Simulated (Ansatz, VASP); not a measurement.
## One calculation of Al, two programs

File INCAR:

```
SYSTEM = Al
PREC = Accurate
ENCUT = 520
EDIFF = 1E-7
ISMEAR = 0
SIGMA = 0.15
LREAL = .False.
LASPH = .True.
NELM = 60
ALGO = Normal
ISIF = 2
LWAVE = .False.
LCHARG = .True.
GGA = PS
LELF = .True.
LVHAR = .True.
NBANDS = 10
```

KPOINTS

```
Automatic mesh
0
Gamma
  18 18 10
  0 0 0
```

POSCAR

```
Al
1.0
    2.6502000000      0.0000000000      0.0000000000
   -1.3251000000      2.2951405251      0.0000000000
    0.0000000000      0.0000000000      4.8609000000
Al
2
Direct
    0.6666666667      0.3333333333      0.7500000000
    0.3333333333      0.6666666667      0.2500000000
```

Input for Ansatz:

```yaml
crystal:
  lattice:
    - [2.6502, 0.0, 0.0]
    - [-1.3251, 2.2951405251, 0.0]
    - [0.0, 0.0, 4.8609]
  atoms:
    - { symbol: Al, position: [0.6666666667, 0.3333333333, 0.75] }
    - { symbol: Al, position: [0.3333333333, 0.6666666667, 0.25] }
basis:
  ecutwfc: 420
kpoints:
  mp_grid: { grid: [18, 18, 10] }
hamiltonian:
  xc: pbesol
  pseudopotentials: { kind: paw, azcp: { folder: soft_1 } }
scf:
  occupations: { method: gaussian, width: 0.15 }
output:
  forces: true
  stress: true
  eigenvalues: true
```

Alike in both runs: task single point; functional PBEsol; k mesh 18 × 18 × 10; occupations gaussian, width 0.15 eV; no spin polarisation.

|  | VASP | Ansatz |
| --- | --- | --- |
| version | VASP 6.6.1 | Ansatz 0.2.0 |
| potentials or method | VASP PAW PBE potentials, release 64 (Al), cutoff 520 eV | scalar-relativistic, plane waves, PAW |
| valence electrons in the cell | 6 | 6 |

|  | VASP | Ansatz | Ansatz less VASP |
| --- | --- | --- | --- |
| gap on the k mesh at the Fermi level (eV) | none | none | - |
| pressure (GPa) | 11.7 | 11.5 | -0.14 |
| traceless stress, the component that is largest in VASP (GPa) | -9.05 | -8.97 | +0.074 |

VASP's potentials were made for PBE, not for PBEsol, and Ansatz warns of the same on its side. A gap of «none» marks a metal or a gap that the smearing closes.
